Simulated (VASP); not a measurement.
# SrO (F-43m) in VASP: further runs, part 2 of 2

VASP 6.6.1. The steps go on from the part before.

## Step 4: Single point, PBE

This run uses another cell than the first one, of 22.11 Å³/atom.

Input file INCAR:

```
SYSTEM = SrO
PREC = Accurate
ENCUT = 600
EDIFF = 1E-6
ISMEAR = 0
SIGMA = 0.05
LREAL = .False.
LASPH = .True.
NELM = 120
ALGO = Normal
ISIF = 2
LWAVE = .False.
LCHARG = .False.
GGA = PE
NBANDS = 15
GGA_COMPAT = .False.
```

Input file KPOINTS:

```
regular mesh
0
Gamma
  6 6 6
  0 0 0
```

Input file POSCAR:

```
SrO
1.0
    0.0000000000      2.8067757535      2.8067757535
    2.8067757535      0.0000000000      2.8067757535
    2.8067757535      2.8067757535      0.0000000000
Sr O
1 1
Direct
    0.0000000000      0.0000000000      0.0000000000
    0.2500000000      0.2500000000      0.2500000000
```

Run with:

```console
$ cat potpaw_PBE.64/Sr_sv/POTCAR potpaw_PBE.64/O/POTCAR > POTCAR
$ mpirun -np 1 vasp_std > vasp.out
```

It took 10 s on 1 thread of Intel Xeon Platinum 8488C (Sapphire Rapids), shared host; peak memory 0.17 GiB.

Results (log left out):

- Free energy: -11.7676 eV
- Pressure: 0.4 GPa
- Band gap on the k mesh: 2.49 eV (least direct gap 3.30 eV)

Levels at points of the mesh, in eV from the valence-band top:
| k point | band 6 | band 7 | band 8 | band 9 | band 10 | band 11 |
| --- | --- | --- | --- | --- | --- | --- |
| (0.00, 0.00, 0.00) | -0.81 | -0.81 | -0.81 | 2.49 | 7.99 | 7.99 |
| (0.50, 0.00, 0.00) | -0.71 | -0.51 | -0.51 | 5.24 | 7.07 | 7.55 |
| (0.50, 0.50, 0.00) | -1.38 | -0.01 | -0.01 | 4.54 | 5.71 | 9.54 |

## Step 5: Single point, PBE (23.13 Å³/atom)

This run uses another cell than the first one, of 23.13 Å³/atom.

Input file INCAR:

```
PREC = Accurate
ENCUT = 600
EDIFF = 1E-6
ISMEAR = 0
SIGMA = 0.02
LREAL = False
LASPH = True
NELM = 120
ALGO = Normal
ISIF = 2
LWAVE = False
LCHARG = False
GGA = PE
NBANDS = 15
GGA_COMPAT = False
```

Input file KPOINTS:

```
Automatic mesh
0
Gamma
  8 8 8
```

Input file POSCAR:

```
SrO
1.0
    0.0000000000      2.8492000000      2.8492000000
    2.8492000000      0.0000000000      2.8492000000
    2.8492000000      2.8492000000      0.0000000000
Sr O
1 1
Direct
    0.0000000000      0.0000000000      0.0000000000
    0.2500000000      0.2500000000      0.2500000000
```

Run with:

```console
$ cat potpaw_PBE.64/Sr_sv/POTCAR potpaw_PBE.64/O/POTCAR > POTCAR
$ mpirun -np 1 vasp_std > vasp.out
```

Run time: 19 s. Hardware: 1 thread of Intel Xeon Platinum 8488C (Sapphire Rapids), shared host; peak memory 0.18 GiB.

It converged, with:

```
Free energy            : -11.7569 eV
Pressure               : -2.2 GPa
Band gap on the k mesh : 2.37 eV (least direct gap 3.09 eV)
```

Levels at points of the mesh, in eV from the valence-band top:
```csv
k point,band 4,band 5,band 6,band 7,band 8,band 9,band 10,band 11,band 12,band 13
"(0.00, 0.00, 0.00)",-14.34,-14.34,-0.73,-0.73,-0.73,2.37,7.81,7.81,9.03,9.03
"(0.50, 0.00, 0.00)",-14.41,-13.27,-0.71,-0.45,-0.45,5.11,6.86,7.38,7.38,9.52
"(0.50, 0.50, 0.00)",-14.52,-13.00,-1.29,-0.01,-0.01,4.45,5.60,9.28,9.57,9.57
```

A k mesh can miss the band edges.

## Step 6: Single point, PBE (19.63 Å³/atom)

This run uses another cell than the first one, of 19.63 Å³/atom.

INCAR is that of step 5.

Input file KPOINTS:

```
regular mesh
0
Gamma
  10 10 10
```

Input file POSCAR:

```
SrO
1.0
    0.0000000000      2.6978000000      2.6978000000
    2.6978000000      0.0000000000      2.6978000000
    2.6978000000      2.6978000000      0.0000000000
Sr O
1 1
Direct
    0.0000000000      0.0000000000      0.0000000000
    0.2500000000      0.2500000000      0.2500000000
```

Potentials or basis: VASP PAW PBE potentials, release 64 (Sr_sv, O).

Run with:

```console
$ cat potpaw_PBE.64/Sr_sv/POTCAR potpaw_PBE.64/O/POTCAR > POTCAR
$ mpirun -np 1 vasp_std > vasp.out
```

OUTCAR:

```text
PREC = Accurate
   ENCUT = 600
   EDIFF = 1E-6
   ISMEAR = 0
   LREAL = False
   LASPH = True
   NELM = 120
   ISIF = 2
   GGA = PE

 ion  position               nearest neighbor table
   1  0.000  0.000  0.000-   2 2.34   2 2.34   2 2.34   2 2.34
   2  0.250  0.250  0.250-   1 2.34   1 2.34   1 2.34   1 2.34

  LATTYP: Found a face centered cubic cell.
 ALAT       =     5.3956000000

  Lattice vectors:

 A1 = (   0.0000000000,   2.6978000000,   2.6978000000)
 A2 = (   2.6978000000,   0.0000000000,   2.6978000000)
 A3 = (   2.6978000000,   2.6978000000,   0.0000000000)

Analysis of symmetry for initial positions (statically):
=====================================================================
 Subroutine PRICEL returns:
 Original cell was already a primitive cell.

 Routine SETGRP: Setting up the symmetry group for a
 face centered cubic supercell.

 Subroutine GETGRP returns: Found 24 space group operations
 (whereof 24 operations were pure point group operations)
 out of a pool of 48 trial point group operations.

The static configuration has the point symmetry T_d .

[... 172 lines left out ...]
      4     -12.9936      2.00000
      5     -12.9936      2.00000
      6      -0.3540      2.00000
      7      -0.3540      2.00000
      8      -0.3540      2.00000
      9       3.5320      0.00000
     10       9.1657      0.00000
     11       9.1657      0.00000
     12      10.7144      0.00000
     13      10.7144      0.00000
     14      10.7144      0.00000
[... 401 lines left out ...]
      2     -15.6482      2.00000
      3     -13.2885      2.00000
      4     -13.2453      2.00000
      5     -11.6943      2.00000
      6      -0.8309      2.00000
      7       0.4567      2.00000
      8       0.4605      2.00000
      9       5.7828      0.00000
     10       6.7452      0.00000
     11      10.2418      0.00000
     12      10.9609      0.00000
     13      11.4788      0.00000
     14      11.7700      0.00000
     15      14.9861      0.00000

 [... further k-points ...]

------------------------ aborting loop because EDIFF is reached ----------------------------------------

  FORCE on cell =-STRESS in cart. coord.  units (eV):
  Direction    XX          YY          ZZ          XY          YZ          ZX
  --------------------------------------------------------------------------------------
  -------------------------------------------------------------------------------------
  Total        2.4059745      2.4059745      2.4059745      0.0000000     -0.0000000     -0.0000000
  in kB       98.1617634     98.1617634     98.1617634      0.0000000     -0.0000000     -0.0000000
  external PRESSURE =      98.1617634 kB  Pullay stress =       0.0000000 kB

 VOLUME and BASIS-vectors are now :
 -----------------------------------------------------------------------------
  energy-cutoff  :      600.00
  volume of cell :       39.27
      direct lattice vectors                 reciprocal lattice vectors
     0.000000000  2.697800000  2.697800000    -0.185336200  0.185336200  0.185336200
     2.697800000  0.000000000  2.697800000     0.185336200 -0.185336200  0.185336200
     2.697800000  2.697800000  0.000000000     0.185336200  0.185336200 -0.185336200

 POSITION                                       TOTAL-FORCE (eV/Angst)
 -----------------------------------------------------------------------------------
      0.00000      0.00000      0.00000         0.000000      0.000000      0.000000
      1.34890      1.34890      1.34890        -0.000000     -0.000000     -0.000000
 -----------------------------------------------------------------------------------
    total drift:                                0.000000      0.000000      0.000000

  FREE ENERGIE OF THE ION-ELECTRON SYSTEM (eV)
  ---------------------------------------------------
  free  energy   TOTEN  =       -11.6194037694 eV

  energy  without entropy=      -11.6194037694  energy(sigma->0) =      -11.61940377
```

Run time: 24 s. Hardware: 1 thread of Intel Xeon Platinum 8488C (Sapphire Rapids), shared host; peak memory 0.19 GiB.

What came out:

| Item | Value |
| --- | --- |
| Free energy | -11.6194 eV |
| Pressure | 9.8 GPa |
| Band gap on the k mesh | 2.80 eV (least direct gap 3.89 eV) |

Caveat: the cell stands under pressure.

## Step 7: The runs side by side

```tsv
cell	k mesh	smearing	gap on the mesh (eV)	pressure (GPa)
a = 3.918 Å, angles 60.0°, 2 atoms	6 × 6 × 6	gaussian 0.05 eV	2.59	3.0
a = 3.946 Å, angles 60.0°, 2 atoms	6 × 6 × 6	gaussian 0.05 eV	2.53	1.5
a = 3.969 Å, angles 60.0°, 2 atoms	6 × 6 × 6	gaussian 0.05 eV	2.49	0.4
a = 4.029 Å, angles 60.0°, 2 atoms	8 × 8 × 8	gaussian 0.02 eV	2.37	-2.2
a = 3.815 Å, angles 60.0°, 2 atoms	10 × 10 × 10	gaussian 0.02 eV	2.80	9.8
```

Alike in all rows: task single point; level PBE; potentials or basis VASP PAW PBE potentials, release 64 (Sr_sv, O); no spin polarisation; cutoff (eV) 600.

Caveats: the cell stands under pressure (at least some runs).

Total energies depend on the potentials used, so only differences within one code and one set of settings carry meaning.
